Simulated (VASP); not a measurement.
TiB2:

```
Ti B
1.0
     3.02920    0.00000    0.00000
    -1.51460    2.62336    0.00000
     0.00000    0.00000    3.22840
Ti B
1 2
Direct
  0.00000 0.00000 0.00000
  0.66667 0.33333 0.50000
  0.33333 0.66667 0.50000
```

| Property | Result |
| --- | --- |
| Program | VASP 6.6.1 |
| Task | relaxation of cell and atoms |
| Functional | RPBE |
| Potentials or basis | VASP PAW PBE potentials, release 64 (Ti_sv, B) |
| Cutoff | 600 eV |
| k mesh | 10 × 10 × 8 |
| Occupations | fermi-dirac, width 0.05 eV |
| Spin | no spin polarisation |

At the start: pressure 5.0 GPa; volume 8.55 Å³/atom.

Where does the relaxation end?

Over 4 steps the energy falls by 2.6 meV/atom and the volume is 8.72 Å³/atom (+2.0 %); space group P6/mmm (No. 191, to 0.05 Å).

The path:
```tsv
step	energy change (eV)	largest force (eV/Å)	pressure (GPa)	volume (Å³)
1	0.0000	0.0000	4.99	25.66
2	-0.0005	0.0000	-4.45	26.66
3	-0.0077	0.0000	0.02	26.16
4	-0.0077	0.0000	0.01	26.16
```

Final structure:
```cif
data_structure
_symmetry_space_group_name_H-M 'P 1'
_symmetry_Int_Tables_number 1
_cell_length_a 3.0485
_cell_length_b 3.0485
_cell_length_c 3.2511
_cell_angle_alpha 90.000
_cell_angle_beta 90.000
_cell_angle_gamma 120.000
_cell_volume 26.16
loop_
_atom_site_label
_atom_site_type_symbol
_atom_site_fract_x
_atom_site_fract_y
_atom_site_fract_z
_atom_site_occupancy
Ti1 Ti 0.00000 0.00000 0.00000 1
B1 B 0.66667 0.33333 0.50000 1
B2 B 0.33333 0.66667 0.50000 1
```

Caveat: the PAW data sets were made with another functional, which shifts forces and pressure a little.
